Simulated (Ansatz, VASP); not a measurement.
# Pd: VASP beside Ansatz

Contents of INCAR:

```
PREC = Accurate
ENCUT = 600
EDIFF = 1E-6
ISMEAR = 0
SIGMA = 0.1
LREAL = F
LASPH = T
NELM = 60
ALGO = Normal
ISIF = 3
LWAVE = F
LCHARG = F
GGA = PE
IBRION = 2
NSW = 100
EDIFFG = -0.002
```

KPOINTS

```
Automatic mesh
0
Gamma
  16 16 16
```

Contents of POSCAR:

```
Pd
1.0
    0.0000000000      1.9586507900      1.9586507900
    1.9586507900      0.0000000000      1.9586507900
    1.9586507900      1.9586507900      0.0000000000
Pd
1
Direct
    0.0000000000      0.0000000000      0.0000000000
```

Input for Ansatz:

```yaml
crystal:
  lattice:
    - [0.0, 1.95865079, 1.95865079]
    - [1.95865079, 0.0, 1.95865079]
    - [1.95865079, 1.95865079, 0.0]
  atoms:
    - { symbol: Pd, position: [0.0, 0.0, 0.0] }
basis:
  ecutwfc: 420
kpoints:
  mp_grid: { grid: [16, 16, 16] }
hamiltonian:
  xc: pbe
  pseudopotentials: { kind: paw, azcp: { folder: soft_1 } }
scf:
  occupations: { method: gaussian, width: 0.1 }
output:
  forces: true
  stress: true
  eigenvalues: true
  write_density: true
  write_potential: true
  elf: true
  volumetric_format: npy
relax:
  adjacent_minimum: "off"
  f_tol: 0.002
  max_steps: 80
  cell: { stress_tol: 0.02 }
```

Alike in both runs: task relaxation of cell and atoms; functional PBE; k mesh 16 × 16 × 16; occupations gaussian, width 0.1 eV; no spin polarisation.

|  | VASP | Ansatz |
| --- | --- | --- |
| version | VASP 6.6.1 | Ansatz 0.2.0 |
| potentials or method | VASP PAW PBE potentials, release 64 (Pd), cutoff 600 eV | scalar-relativistic, plane waves, PAW |
| valence electrons in the cell | 10 | 18 |

Ansatz gave:

- gap on the k mesh at the Fermi level, each at its own relaxed structure (eV): none
- relaxed volume (Å³/atom): 15.33
- relaxed cell length with the largest relative difference (Å): 2.788

Question: Which values does VASP return?

Answer: gap on the k mesh at the Fermi level, each at its own relaxed structure (eV): none; relaxed volume (Å³/atom): 15.30; relaxed cell length with the largest relative difference (Å): 2.787.

A gap of «none» marks a metal or a gap that the smearing closes. VASP's potentials hold 10 valence electrons a cell and Ansatz's 18, so a difference there can come from the potentials and not from the codes.
